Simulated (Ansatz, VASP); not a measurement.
Re in VASP and in Ansatz

Contents of INCAR:

```
  PREC = Accurate
  ENCUT = 520
  EDIFF = 1E-6
  ISMEAR = -1
  SIGMA = 0.1
  LREAL = False
  LASPH = True
  NELM = 60
  ALGO = Normal
  ISIF = 2
  LWAVE = False
  LCHARG = False
  GGA = B5
  ALDAX = 1.0
  AGGAX = 1.0
  AGGAC = 1.0
  ALDAC = 0.0
  NBANDS = 18
```

Contents of KPOINTS:

```
regular mesh
0
Gamma
  9 9 13
```

File POSCAR:

```
Re
1.0
    4.5474966481      0.0000000000      0.0000000000
   -2.2737483240      3.9382476209      0.0000000000
    0.0000000000      0.0000000000      2.8597792429
Re
3
Direct
    1.0000000000      1.0000000000      1.0000000000
    0.3333333333      0.6666666667      0.5000000000
    0.6666666667      0.3333333333      0.5000000000
```

Input for Ansatz:

```yaml
crystal:
  lattice:
    - [4.5474966481, 0.0, 0.0]
    - [-2.273748324, 3.9382476209, 0.0]
    - [0.0, 0.0, 2.8597792429]
  atoms:
    - { symbol: Re, position: [1.0, 1.0, 1.0] }
    - { symbol: Re, position: [0.3333333333, 0.6666666667, 0.5] }
    - { symbol: Re, position: [0.6666666667, 0.3333333333, 0.5] }
hamiltonian:
  xc: blyp
  pseudopotentials:
    kind: paw
    azcp:
      Re: "pseudopotentials/Re.paw.azcp"
basis:
  ecutwfc: 420
  fft_grid_basis: typed
kpoints:
  mp_grid: { grid: [9, 9, 13], shift: [0, 0, 0] }
magnetization:
  spin_polarized: false
scf:
  occupations: { method: fermi_dirac, width: 0.1 }
  lower_state_search: "off"
output:
  stress: true
```

Alike in both runs: task single point; functional BLYP; k mesh 9 × 9 × 13; occupations fermi-dirac, width 0.1 eV; no spin polarisation.

```csv
,VASP,Ansatz
version,VASP 6.6.1,Ansatz 0.2.0
potentials or method,"VASP PAW PBE potentials, release 64 (Re), cutoff 520 eV","plane waves (420 eV) with PAW, scalar-relativistic"
valence electrons in the cell,21,45
```

VASP gave:

| Quantity | Value |
| --- | --- |
| pressure (GPa) | -19.1 |
| traceless stress, the component that is largest in VASP (GPa) | 1.71 |

Problem. Which values does Ansatz return?

Solution. Pressure (GPa): -19.9; traceless stress, the component that is largest in VASP (GPa): 1.53.

VASP's potentials were made for PBE, not for BLYP. The functional is the same, so the differences come from potentials, cutoffs and numerics. VASP's potentials hold 21 valence electrons a cell and Ansatz's 45, so a difference there can come from the potentials and not from the codes.

Spin-orbit coupling is off throughout.
